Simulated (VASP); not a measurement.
# CdTe (F-43m) in VASP: a series of runs

Runs on CdTe. Level: PBEsol. Tasks: vibrations by perturbation theory.

Program: VASP 6.6.1. These are calculated values, not measurements. Logs are shortened: lines on timing, memory, paths and dates and some standing lists are left out, and cuts for length are marked.

### Step 1. The cell of the first run

Symmetry: F-43m, No. 216, cubic system. Conventional cell: a = 6.489 Å, b = 6.489 Å, c = 6.489 Å, α = 90.00°, β = 90.00°, γ = 90.00°. Within 3.7 Å of Cd (site symmetry -43m) lie 4 Te at 2.81 Å. Within 3.7 Å of Te (site symmetry -43m) lie 4 Cd at 2.81 Å.

### Step 2. Vibrations by perturbation theory, PBEsol

INCAR

```
SYSTEM = CdTe
ALGO = Normal
EDIFF = 1E-8
ENCUT = 520
GGA = PS
IBRION = 8
ISIF = 2
ISMEAR = 0
LASPH = .True.
LCHARG = .False.
LREAL = .False.
LWAVE = .False.
NELM = 100
NSW = 1
PREC = Accurate
SIGMA = 0.01
```

KPOINTS

```
k-points
0
Gamma
  6 6 6
  0 0 0
```

POSCAR

```
CdTe
1.0
    0.0000000000      3.2447046466      3.2447046466
    3.2447046466      0.0000000000      3.2447046466
    3.2447046466      3.2447046466      0.0000000000
Cd Te
1 1
Direct
    0.0000000000      0.0000000000      0.0000000000
    0.7500000000      0.7500000000      0.7500000000
```

Potentials or basis: VASP PAW PBE potentials, release 64 (Cd, Te).

Launch:

```console
$ cat potpaw_PBE.64/Cd/POTCAR potpaw_PBE.64/Te/POTCAR > POTCAR
$ mpirun -np 1 vasp_std > vasp.out
```

OUTCAR:

```text
SYSTEM = CdTe
   EDIFF = 1E-8
   ENCUT = 520
   GGA = PS
   IBRION = 8
   ISIF = 2
   ISMEAR = 0
   LASPH = .True.
   LREAL = .False.
   NELM = 100
   NSW = 1
   PREC = Accurate

 ion  position               nearest neighbor table
   1  0.000  0.000  0.000-   2 2.81   2 2.81   2 2.81   2 2.81
   2  0.750  0.750  0.750-   1 2.81   1 2.81   1 2.81   1 2.81

  LATTYP: Found a face centered cubic cell.
 ALAT       =     6.4894092932

  Lattice vectors:

 A1 = (   0.0000000000,   3.2447046466,   3.2447046466)
 A2 = (   3.2447046466,   0.0000000000,   3.2447046466)
 A3 = (   3.2447046466,   3.2447046466,   0.0000000000)

Analysis of symmetry for initial positions (statically):
=====================================================================
 Subroutine PRICEL returns:
 Original cell was already a primitive cell.

 Routine SETGRP: Setting up the symmetry group for a
 face centered cubic supercell.

 Subroutine GETGRP returns: Found 24 space group operations
 (whereof 24 operations were pure point group operations)
 out of a pool of 48 trial point group operations.

The static configuration has the point symmetry T_d .

Analysis of symmetry for dynamics (positions and initial velocities):
=====================================================================
 Subroutine PRICEL returns:
 Original cell was already a primitive cell.

 Routine SETGRP: Setting up the symmetry group for a
 face centered cubic supercell.

 Subroutine GETGRP returns: Found 24 space group operations
 (whereof 24 operations were pure point group operations)
 out of a pool of 48 trial point group operations.

The dynamic configuration has the point symmetry T_d .

 Subroutine INISYM returns: Found 24 space group operations
 (whereof 24 operations are pure point group operations),
 and found     1 'primitive' translations

----------------------------------------------------------------------------------------

                                     Primitive cell

  volume of cell :      68.3212

  direct lattice vectors                    reciprocal lattice vectors
     0.000000000  3.244704647  3.244704647    -0.154097231  0.154097231  0.154097231
     3.244704647  0.000000000  3.244704647     0.154097231 -0.154097231  0.154097231
     3.244704647  3.244704647  0.000000000     0.154097231  0.154097231 -0.154097231

  length of vectors
     4.588705317  4.588705317  4.588705317     0.266904233  0.266904233  0.266904233

  position of ions in fractional coordinates (direct lattice)
     0.000000000  0.000000000  0.000000000
     0.750000000  0.750000000  0.750000000

  ion indices of the primitive-cell ions
   primitive index   ion index
                 1           1
                 2           2

----------------------------------------------------------------------------------------

 KPOINTS: k-points

Automatic generation of k-mesh.
 Grid dimensions read from file:
 generate k-points for:    6    6    6

 Generating k-lattice:

  Cartesian coordinates                     Fractional coordinates (reciprocal lattice)
    -0.025682872  0.025682872  0.025682872     0.166666667  0.000000000  0.000000000
     0.025682872 -0.025682872  0.025682872     0.000000000  0.166666667  0.000000000
     0.025682872  0.025682872 -0.025682872     0.000000000  0.000000000  0.166666667

  Length of vectors
     0.044484039  0.044484039  0.044484039

  Shift w.r.t. Gamma in fractional coordinates (k-lattice)
     0.000000000  0.000000000  0.000000000

 Subroutine IBZKPT returns following result:
 ===========================================

 Found     16 irreducible k-points:

 Following reciprocal coordinates:
            Coordinates               Weight
  0.000000  0.000000  0.000000      1.000000
  0.166667  0.000000  0.000000      8.000000
  0.333333  0.000000  0.000000      8.000000
  0.500000  0.000000  0.000000      4.000000
  0.166667  0.166667  0.000000      6.000000
  0.333333  0.166667  0.000000     24.000000
[... 8 lines left out ...]
 -0.333333  0.333333  0.166667     24.000000
 -0.333333  0.500000  0.166667     12.000000
   k-points           NKPTS =     16   k-points in BZ     NKDIM =     16   number of bands    NBANDS=     13
   number of dos      NEDOS =    301   number of ions     NIONS =      2
   total plane-waves  NPLWV =  46656
   dimension x,y,z NGX =    36 NGY =   36 NGZ =   36
   dimension x,y,z NGXF=    72 NGYF=   72 NGZF=   72
   ions per type =               1   1
   NGX,Y,Z   is equivalent  to a cutoff of  13.04, 13.04, 13.04 a.u.
   NGXF,Y,Z  is equivalent  to a cutoff of  26.09, 26.09, 26.09 a.u.
 SYSTEM =  CdTe
   PREC   = accura    normal or accurate (medium, high low for compatibility)
   ISTART =      0    job   : 0-new  1-cont  2-samecut
   ICHARG =      2    charge: 1-file 2-atom 10-const
   ISPIN  =      1    spin polarized calculation?
   LNONCOLLINEAR =      F non collinear calculations
   LSORBIT =      F    spin-orbit coupling
   LASPH  =      T    aspherical Exc in radial PAW
   ENCUT  =  520.0 eV  38.22 Ry    6.18 a.u.   8.53  8.53  8.53*2*pi/ulx,y,z
   NELM   =    100;   NELMIN=  2; NELMDL= -5     # of ELM steps
   EDIFF  = 0.1E-07   stopping-criterion for ELM
   LREAL  =      F    real-space projection
   EDIFFG = 0.1E-06   stopping-criterion for IOM
   NSW    =      1    number of steps for IOM
   IBRION =      8    ionic relax: 0-MD 1-quasi-New 2-CG
   NFREE  =      0    steps in history (QN), initial steepest desc. (CG)
   ISIF   =      2    stress and relaxation
   ISYM   =      2    0-nonsym 1-usesym 2-fastsym
   POTIM  = 0.5000    time-step for ionic-motion
   TEBEG  =    0.0;   TEEND  =   0.0 temperature during run
   PSTRESS=    0.0 pullay stress
   NELECT =      18.0000    total number of electrons
   NUPDOWN=      -1.0000    fix difference up-down
   EMIN   =  10.00;   EMAX   =-10.00  energy-range for DOS
   EFERMI =   0.00;   METHOD = LEGACY
   ISMEAR =     0;   SIGMA  =   0.01  broadening in eV -4-tet -1-fermi 0-gaus
   EFERMI_NEDOS =   21; number of points for ismear=-14 and -15
   IALGO  =     38    algorithm
   IMIX   =      4    mixing-type and parameters
     AMIX     =   0.40;   BMIX     =  1.00
     AMIX_MAG =   1.60;   BMIX_MAG =  1.00
  volume/ion in A,a.u.               =      34.16       230.53
  Fermi-wavevector in a.u.,A,eV,Ry     =   1.049495  1.983259 14.986006  1.101440
  Thomas-Fermi vector in A             =   2.184460
   LORBIT       =      0    0 simple, 1 ext, 2 COOP (PROOUT), +10 PAW based schemes
   GGA     = PS    functional components
   LHFCALC =     F    Hartree Fock is set to
   AEXX    =    0.0000 exact exchange contribution
   IVDW    =     0    specifies the selected vdW correction
   LEPSILON=     F    determine dielectric tensor
   LRPA    =     F    only Hartree local field effects (RPA)
 non-spin polarized calculation
 Gauss-broadening in eV      SIGMA  =   0.01
  energy-cutoff  :      520.00
  volume of cell :       68.32
 maximum number of plane-waves:      1868
 NGX is ok and might be reduce to    36
   NGX = 17   NGY = 17   NGZ = 17

--------------------------------------- Ionic step        1  -------------------------------------------

 number of electron      17.9999997 magnetization

 Free energy of the ion-electron system (eV)
  ---------------------------------------------------
  ext. energy  EPLUGINS =         0.00000000
  ---------------------------------------------------
  free energy    TOTEN  =        -5.48354948 eV

  energy without entropy =       -5.48354948  energy(sigma->0) =       -5.48354948

 E-fermi :   2.2413     XC(G=0):  -8.7623

 val. band max:        2.1795267778   @ k =   0.0000   0.0000   0.0000
 cond. band min:       2.8282751396   @ k =   0.0000   0.0000   0.0000
 fundamental gap:      0.6487483618
 Fermi energy:         2.2412694613

 k-point     1 :       0.0000    0.0000    0.0000
  band No.  band energies     occupation
      1      -9.0099      2.00000
      2      -6.0670      2.00000
      3      -6.0670      2.00000
      4      -6.0670      2.00000
      5      -5.8052      2.00000
      6      -5.8052      2.00000
      7       2.1795      2.00000
      8       2.1795      2.00000
      9       2.1795      2.00000
     10       2.8283      0.00000
     11       6.7255      0.00000
     12       6.7255      0.00000
     13       6.7255      0.00000
[... 228 lines left out ...]
      2      -5.9356      2.00000
      3      -5.9344      2.00000
      4      -5.8535      2.00000
      5      -5.7924      2.00000
      6      -5.2639      2.00000
      7      -2.0644      2.00000
      8      -0.0499      2.00000
      9       0.0415      2.00000
     10       5.8323      0.00000
     11       5.8703      0.00000
     12       8.7809      0.00000
     13       9.0596      0.00000

------------------------ aborting loop because EDIFF is reached ----------------------------------------

  FORCE on cell =-STRESS in cart. coord.  units (eV):
  Direction    XX          YY          ZZ          XY          YZ          ZX
  --------------------------------------------------------------------------------------
  -------------------------------------------------------------------------------------
  Total        0.0747140      0.0747140      0.0747140     -0.0000000     -0.0000000     -0.0000000
  in kB        1.7520919      1.7520919      1.7520919     -0.0000000     -0.0000000     -0.0000000
  external PRESSURE =       1.7520919 kB  Pullay stress =       0.0000000 kB

 VOLUME and BASIS-vectors are now :
 -----------------------------------------------------------------------------
  energy-cutoff  :      520.00
  volume of cell :       68.32
      direct lattice vectors                 reciprocal lattice vectors
     0.000000000  3.244704647  3.244704647    -0.154097231  0.154097231  0.154097231
     3.244704647  0.000000000  3.244704647     0.154097231 -0.154097231  0.154097231
     3.244704647  3.244704647  0.000000000     0.154097231  0.154097231 -0.154097231

 POSITION                                       TOTAL-FORCE (eV/Angst)
 -----------------------------------------------------------------------------------
      0.00000      0.00000      0.00000        -0.000000      0.000000     -0.000000
      4.86706      4.86706      4.86706         0.000000     -0.000000      0.000000
 -----------------------------------------------------------------------------------
    total drift:                                0.000000      0.000000      0.000000

  FREE ENERGIE OF THE ION-ELECTRON SYSTEM (eV)
  ---------------------------------------------------
  free  energy   TOTEN  =        -5.4835494767 eV

  energy  without entropy=       -5.4835494767  energy(sigma->0) =       -5.48354948

[... ionic steps 2 to 3 ...]

--------------------------------------- Ionic step        4  -------------------------------------------

------------------------ aborting loop because EDIFF is reached ----------------------------------------

[... ionic steps 5 to 6 ...]

--------------------------------------- Ionic step        7  -------------------------------------------

 Free energy of the ion-electron system (eV)
  ---------------------------------------------------
  ---------------------------------------------------
  free energy    TOTEN  =        -0.04891144 eV

  energy without entropy =       -0.04891144

------------------------ aborting loop because EDIFF is reached ----------------------------------------

 INTERNAL STRAIN TENSOR  FOR ION    2  DIRECTION 1   (eV/Angst):
 -----------------------------------------------------------------------------
    -0.01749  0.00000  0.00000
     0.00000  0.01197  5.58844
     0.00000  5.58844  0.01197

 INTERNAL STRAIN TENSOR FOR ION    2 for displacements in x,y,z  (eV/Angst):
          X           Y           Z          XY          YZ          ZX
  --------------------------------------------------------------------------------
  x    -0.00000     0.00000     0.00000     0.00000     5.58844     0.00000
  y     0.00000     0.00000     0.00000     0.00000     0.00000     5.58844
  z     0.00000     0.00000    -0.00000     5.58844     0.00000     0.00000

 SECOND DERIVATIVES (NOT SYMMETRIZED)
 ------------------------------------
               1X          1Y          1Z          2X          2Y          2Z
  1X    -4.443271    0.000000    0.000000    4.443271    0.000000    0.000000
  1Y     0.000000   -4.443271    0.000000    0.000000    4.443271    0.000000
  1Z     0.000000    0.000000   -4.443271    0.000000    0.000000    4.443271
  2X     4.458234    0.000000    0.000000   -4.458234    0.000000    0.000000
  2Y     0.000000    4.458234    0.000000    0.000000   -4.458234    0.000000
  2Z     0.000000    0.000000    4.458234    0.000000    0.000000   -4.458234

 Eigenvectors and eigenvalues of the dynamical matrix
 ----------------------------------------------------

   1 f  =    4.266093 THz    26.804653 2PiTHz  142.301545 cm-1    17.643135 meV
             X         Y         Z           dx          dy          dz
      0.000000  0.000000  0.000000     0.000000    0.728564    0.000000
      4.867057  4.867057  4.867057     0.000000   -0.684978    0.000000
[... 21 lines left out ...]
   6 f/i=    0.003579 THz     0.022486 2PiTHz    0.119375 cm-1     0.014801 meV
             X         Y         Z           dx          dy          dz
      0.000000  0.000000  0.000000     0.000000    0.000000   -0.684978
      4.867057  4.867057  4.867057     0.000000    0.000000   -0.728564

--------------------------------------------------------------------------------------------------------

 ELASTIC MODULI CONTR FROM IONIC RELAXATION (kBar)
 Direction    XX          YY          ZZ          XY          YZ          ZX
 --------------------------------------------------------------------------------
 XX          -0.0000      0.0000      0.0000     -0.0000      0.0000      0.0000
 YY           0.0000     -0.0000      0.0000     -0.0000     -0.0000     -0.0000
 ZZ           0.0000      0.0000     -0.0000      0.0000     -0.0000      0.0000
 XY          -0.0000     -0.0000      0.0000   -171.5825      0.0000      0.0000
 YZ           0.0000     -0.0000     -0.0000      0.0000   -171.5825      0.0000
 ZX           0.0000     -0.0000      0.0000      0.0000      0.0000   -171.5825
 --------------------------------------------------------------------------------
```

It took 1.7 min on 1 thread of Intel Xeon Platinum 8488C (Sapphire Rapids), shared host; peak memory 0.3 GiB.

What came out:

```yaml
Highest_phonon_frequency_at_Γ_LO-TO_splitting_left_out: 142 cm⁻¹
```

Phonon frequencies in cm⁻¹ (negative: imaginary):
| q point | frequencies |
| --- | --- |
| (0.000, 0.000, 0.000) | 0 0 0 142 142 142 |

Caveat: the PAW data sets were made with another functional, which shifts forces and pressure a little; spin-orbit coupling is left out, which moves the levels of the heavy elements.

### Step 3. Vibrations by perturbation theory, PBEsol

INCAR

```
PREC     = Accurate       # precision mode
ENCUT    = 520            # plane-wave cutoff, eV
EDIFF    = 1E-8           # SCF threshold, eV
ISMEAR   = 0              # smearing method
SIGMA    = 0.01           # smearing width, eV
LREAL    = False          # projectors in reciprocal space
LASPH    = True           # aspherical terms in the spheres
NELM     = 80             # most SCF steps
ALGO     = Normal         # electronic algorithm
ISIF     = 2              # what is computed and relaxed
LWAVE    = False          # write WAVECAR
LCHARG   = False          # write CHGCAR
GGA      = PS             # functional
NBANDS   = 16             # bands
IBRION   = 8              # ionic algorithm
NSW      = 1              # ionic steps
LEPSILON = True           # dielectric tensor by DFPT
```

KPOINTS

```
Automatic mesh
0
Gamma
  6 6 6
```

POSCAR is that of step 2.

Potentials or basis: VASP PAW PBE potentials, release 64 (Cd, Te).

Launch:

```console
$ cat potpaw_PBE.64/Cd/POTCAR potpaw_PBE.64/Te/POTCAR > POTCAR
$ mpirun -np 1 vasp_std > vasp.out
```

OUTCAR:

```text
PREC = Accurate
   ENCUT = 520
   EDIFF = 1E-8
   ISMEAR = 0
   LREAL = False
   LASPH = True
   NELM = 80
   ISIF = 2
   GGA = PS
   IBRION = 8
   NSW = 1
   LEPSILON = True

 ion  position               nearest neighbor table
   1  0.000  0.000  0.000-   2 2.81   2 2.81   2 2.81   2 2.81
   2  0.750  0.750  0.750-   1 2.81   1 2.81   1 2.81   1 2.81

  LATTYP: Found a face centered cubic cell.
 ALAT       =     6.4894092932

[... 621 lines left out ...]
      4.867057  4.867057  4.867057     0.000000   -0.685011    0.000000
[... 21 lines left out ...]
   6 f/i=    0.003774 THz     0.023712 2PiTHz    0.125883 cm-1     0.015608 meV
             X         Y         Z           dx          dy          dz
      0.000000  0.000000  0.000000     0.000000    0.000000   -0.685011
      4.867057  4.867057  4.867057     0.000000    0.000000   -0.728532

--------------------------------------------------------------------------------------------------------

 MACROSCOPIC STATIC DIELECTRIC TENSOR IONIC CONTRIBUTION
 ------------------------------------------------------
           3.711464    -0.000000    -0.000000
          -0.000000     3.711464    -0.000000
          -0.000000    -0.000000     3.711464
 ------------------------------------------------------

 ELASTIC MODULI CONTR FROM IONIC RELAXATION (kBar)
 Direction    XX          YY          ZZ          XY          YZ          ZX
 --------------------------------------------------------------------------------
 XX          -0.0000      0.0000      0.0000     -0.0000      0.0000      0.0000
 YY           0.0000     -0.0000      0.0000     -0.0000     -0.0000      0.0000
 ZZ           0.0000      0.0000     -0.0000      0.0000     -0.0000      0.0000
 XY          -0.0000     -0.0000      0.0000   -171.5612      0.0000      0.0000
 YZ           0.0000     -0.0000     -0.0000      0.0000   -171.5612      0.0000
 ZX           0.0000      0.0000      0.0000      0.0000      0.0000   -171.5612
 --------------------------------------------------------------------------------

 PIEZOELECTRIC TENSOR IONIC CONTR  for field in x, y, z        (C/m^2)
          XX          YY          ZZ          XY          YZ          ZX
  --------------------------------------------------------------------------------
  x     0.00000    -0.00000    -0.00000     0.00000    -0.75085     0.00000
  y     0.00000     0.00000     0.00000     0.00000     0.00000    -0.75085
  z    -0.00000    -0.00000     0.00000    -0.75085     0.00000     0.00000
```

It took 5 min on 1 thread of Intel Xeon Platinum 8488C (Sapphire Rapids), shared host; peak memory 0.32 GiB.

What came out:

* Electronic dielectric tensor (diagonal): 17.03
* Born charges (mean of the diagonal): Cd +2.50; Te -2.50 e
* Highest phonon frequency at Γ, LO-TO splitting left out: 142 cm⁻¹

Phonon frequencies in cm⁻¹ (negative: imaginary):
| q point | frequencies |
| --- | --- |
| (0.000, 0.000, 0.000) | 0 0 0 142 142 142 |

Electronic dielectric tensor:
```
17.03  0.00  0.00
 0.00 17.03  0.00
 0.00  0.00 17.03
```

Born effective charge tensors (e):
atom 1, Cd
```
2.50 0.00 0.00
0.00 2.50 0.00
0.00 0.00 2.50
```
atom 2, Te
```
-2.50  0.00  0.00
 0.00 -2.50  0.00
 0.00  0.00 -2.50
```

Caveat: the PAW data sets were made with another functional, which shifts forces and pressure a little; spin-orbit coupling is left out, which moves the levels of the heavy elements.
